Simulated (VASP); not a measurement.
Set up this calculation in VASP 6.6.1, as the native input.

```yaml
Task: single point
Functional: PBEsol
Dispersion: D3(BJ)
Potentials_or_basis: VASP PAW PBE potentials, release 64 (W_sv, Se)
Cutoff: 520 eV
k_mesh: 12 × 12 × 2
Occupations: gaussian, width 0.05 eV
Spin: no spin polarisation
Dipole_correction: no
Further_INCAR_settings: ALGO = Normal; EDIFF = 1e-06; NBANDS = 20
```

The structure of WSe2 lies in POSCAR:

```
WSe2
1.0
    3.3179375931      0.0207371100      0.0000000000
   -1.6410099326      2.8630496888      0.0000000000
    0.0000000000      0.0000000000     16.6581424200
W Se
1 2
Direct
    0.0000000000      0.0000000000      0.0000000000
    0.3333333333      0.6666666667      0.0997865200
    0.3333333333      0.6666666667      0.9002134800
```

This cell differs from its parent crystal: strain +0.0125 x Voigt [0, 0, 0, 0, 0, 1].

One way to write it, as run:

INCAR

```
SYSTEM = WSe2
ALGO = Normal ; EDIFF = 1E-6
ENCUT = 520 ; GGA = PS
ISIF = 2 ; ISMEAR = 0
IVDW = 12 ; LASPH = .TRUE.
LCHARG = .FALSE. ; LREAL = .FALSE.
LWAVE = .FALSE. ; NBANDS = 20
NELM = 100 ; PREC = Accurate
SIGMA = 0.05
```

KPOINTS

```
k-points
0
G
  12 12 2
  0 0 0
```

Potentials or basis: VASP PAW PBE potentials, release 64 (W_sv, Se).

Launch:

```console
$ cat potpaw_PBE.64/W_sv/POTCAR potpaw_PBE.64/Se/POTCAR > POTCAR
$ mpirun -np 1 vasp_std > vasp.out
```

Results of the run:

```yaml
Largest_force: 0.140 eV/Å
Band_gap_on_the_k_mesh: 1.52 eV
Dispersion_energy_per_atom: -0.280 eV
```

Caveat: the cell differs from its parent crystal (strain +0.0125 x Voigt [0, 0, 0, 0, 0, 1]); there is no dipole correction, which matters where the two faces differ; the PAW data sets were made with another functional, which shifts forces and pressure a little; spin-orbit coupling is left out, which moves the levels of the heavy elements.

Run time: 4.7 min on 1 thread of AMD EPYC 9R45 (Zen 5), with other jobs on the host, peak memory 0.6 GiB.
